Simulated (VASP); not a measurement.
Ga4SbP3:

```
CELL_PARAMETERS angstrom
0.00000 5.61000 5.61000
5.61000 0.00000 5.61000
5.61000 5.61000 0.00000
ATOMIC_POSITIONS crystal
Ga 0.00000 0.00000 0.00000
Ga 0.00000 0.00000 0.50000
Ga 0.00000 0.50000 0.00000
Ga 0.00000 0.50000 0.50000
Ga 0.50000 0.00000 0.00000
Ga 0.50000 0.00000 0.50000
Ga 0.50000 0.50000 0.00000
Ga 0.50000 0.50000 0.50000
Sb 0.12500 0.12500 0.12500
Sb 0.62500 0.62500 0.62500
P 0.12500 0.12500 0.62500
P 0.12500 0.62500 0.12500
P 0.12500 0.62500 0.62500
P 0.62500 0.12500 0.12500
P 0.62500 0.12500 0.62500
P 0.62500 0.62500 0.12500
```

| Item | Value |
| --- | --- |
| Program | VASP 6.6.1 |
| Task | relaxation of cell and atoms |
| Functional | PBEsol |
| Potentials or basis | VASP PAW PBE potentials, release 64 (Ga_d, Sb, P) |
| Cutoff | 600 eV |
| k mesh | 4 × 4 × 4 |
| Occupations | gaussian, width 0.01 eV |
| Spin | no spin polarisation |

At the start: pressure 1.1 GPa; volume 22.07 Å³/atom.

How do energy, volume and symmetry change on relaxing?

Over 7 steps the energy falls by 63.3 meV/atom and the volume is 22.02 Å³/atom (-0.2 %); space group P-43m (No. 215, to 0.05 Å).

The path:
| step | energy change (eV) | largest force (eV/Å) | pressure (GPa) | volume (Å³) |
| --- | --- | --- | --- | --- |
| 1 | 0.0000 | 2.1588 | 1.08 | 353.12 |
| 2 | -0.9548 | 0.2460 | -1.49 | 360.77 |
| 3 | -0.9608 | 0.0987 | -1.66 | 361.46 |
| 4 | -1.0068 | 0.0413 | 0.67 | 349.65 |
| 5 | -1.0131 | 0.0050 | -0.08 | 352.57 |
| 6 | -1.0131 | 0.0085 | 0.00 | 352.31 |
| 7 | -1.0132 | 0.0020 | 0.01 | 352.27 |

Final structure:
```
Ga Sb P
1.0
     0.00000    5.60553    5.60553
     5.60553    0.00000    5.60553
     5.60553    5.60553    0.00000
Ga Sb P
8 2 6
Direct
  0.99370 0.99370 0.99370
  0.99370 0.99370 0.51890
  0.99370 0.51890 0.99370
  0.01890 0.49370 0.49370
  0.51890 0.99370 0.99370
  0.49370 0.01890 0.49370
  0.49370 0.49370 0.01890
  0.49370 0.49370 0.49370
  0.12500 0.12500 0.12500
  0.62500 0.62500 0.62500
  0.12500 0.12500 0.62500
  0.12500 0.62500 0.12500
  0.12500 0.62500 0.62500
  0.62500 0.12500 0.12500
  0.62500 0.12500 0.62500
  0.62500 0.62500 0.12500
```

Caveat: the PAW data sets were made with another functional, which shifts forces and pressure a little.
